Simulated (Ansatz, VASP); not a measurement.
**As2I in VASP and in Ansatz**

```
CELL_PARAMETERS angstrom
4.30503 0.00000 0.00000
0.00000 4.30503 0.00000
0.00000 0.00000 8.81728
ATOMIC_POSITIONS crystal
As 0.00000 0.50000 0.16995
As 0.50000 0.00000 0.83005
As 0.00000 0.00000 0.00000
As 0.50000 0.50000 0.00000
I 0.00000 0.50000 0.66033
I 0.50000 0.00000 0.33967
```

Alike in both runs: functional r2SCAN; k mesh 8 × 8 × 4; no spin polarisation.

Ansatz relaxed the structure, and its values are those at the end. VASP's run is a single point on that final structure, the one shown.

|  | VASP | Ansatz |
| --- | --- | --- |
| version | VASP 6.6.1 | Ansatz 0.2.0 |
| potentials or method | VASP PAW PBE potentials, release 64 (As, I), cutoff 520 eV | PAW plane waves |
| occupations | fermi-dirac, width 0.1 eV | fermi-dirac |
| valence electrons in the cell | 34 | 94 |

VASP gave:

```
pressure (GPa)                     : 1.5
rms of the force components (eV/Å) : 0.004
```

Which values does Ansatz return?

Pressure (GPa): 1.5; rms of the force components (eV/Å): 0.005.

VASP's potentials were made for PBE, not for r2SCAN. VASP's potentials hold 34 valence electrons a cell and Ansatz's 94, so a difference there can come from the potentials and not from the codes. Ansatz's warnings: stress scf threshold loose.

Spin-orbit coupling is off throughout.
